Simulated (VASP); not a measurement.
Runs of VASP 6.6.1 on TaN. The structure is that of space group P-6m2 (No. 187), or close to it. The cells are those of the table. 

```csv
task,level,potentials or basis,cell,cutoff (eV),smearing,gap on the mesh (eV),pressure (GPa)
single point,PBE,"VASP PAW PBE potentials, release 64 (Ta_pv, N)","a = 2.950, b = 2.950, c = 2.898 Å, angles 90.0, 90.0, 120.0°, 2 atoms",600,tetrahedron,none,0.5
relaxation of cell and atoms,PBE,"VASP PAW PBE potentials, release 64 (Ta_pv, N)","relaxed to 25 GPa from a = 2.950, b = 2.950, c = 2.897 Å, angles 90.0, 90.0, 120.0°, 2 atoms",600,fermi-dirac 0.15 eV,none,25.0
single point,r2SCAN,"VASP PAW PBE potentials, release 64 (Ta_sv_GW, N)","a = 2.950, b = 2.950, c = 2.898 Å, angles 90.0, 90.0, 120.0°, 2 atoms",660,gaussian 0.1 eV,none,-5.0
relaxation of cell and atoms,PBE,"VASP PAW PBE potentials, release 64 (Ta_pv, N)","relaxed from a = 2.950, b = 2.950, c = 2.898 Å, angles 90.0, 90.0, 120.0°, 2 atoms",600,fermi-dirac 0.15 eV,none,0.0
relaxation of shape and atoms at fixed volume,PBE,"VASP PAW PBE potentials, release 64 (Ta_pv, N)","relaxed from a = 2.855, b = 2.855, c = 2.815 Å, angles 90.0, 90.0, 120.0°, 2 atoms",600,gaussian 0.1 eV,none,39.9
single point,PBE,"VASP PAW PBE potentials, release 64 (Ta_pv, N)","a = 3.033, b = 3.033, c = 2.803 Å, angles 90.0, 90.0, 120.0°, 2 atoms",520,gaussian 0.1 eV,none,-4.1
relaxation of shape and atoms at fixed volume,PBE,"VASP PAW PBE potentials, release 64 (Ta_pv, N)","relaxed from a = 2.920, b = 2.920, c = 2.868 Å, angles 90.0, 90.0, 120.0°, 2 atoms",600,gaussian 0.1 eV,none,11.6
single point,PBE,"VASP PAW PBE potentials, release 64 (Ta_pv, N)","a = 2.884, b = 2.884, c = 2.843 Å, angles 90.0, 90.0, 120.0°, 2 atoms",520,fermi-dirac 0.15 eV,none,(a)
```

Alike in all rows: no spin polarisation; k mesh 18 × 18 × 14.

Question: Fill in the values left out.

Answer: (a) 25.9.

Caveats: spin-orbit coupling is left out, which moves the levels of the heavy elements; the cell stands under tension (at least some runs); the cell is relaxed towards a set pressure, so the run minimises the enthalpy, not the energy (at least some runs); the PAW data sets were made with another functional, which shifts forces and pressure a little (at least some runs); the cell stands under pressure (at least some runs).

A k mesh can miss the band edges, and the runs leave out spin-orbit coupling on Ta.

A gap of «none» marks levels without a gap at the run's occupations.

The runs don't all hold the same shells in valence.
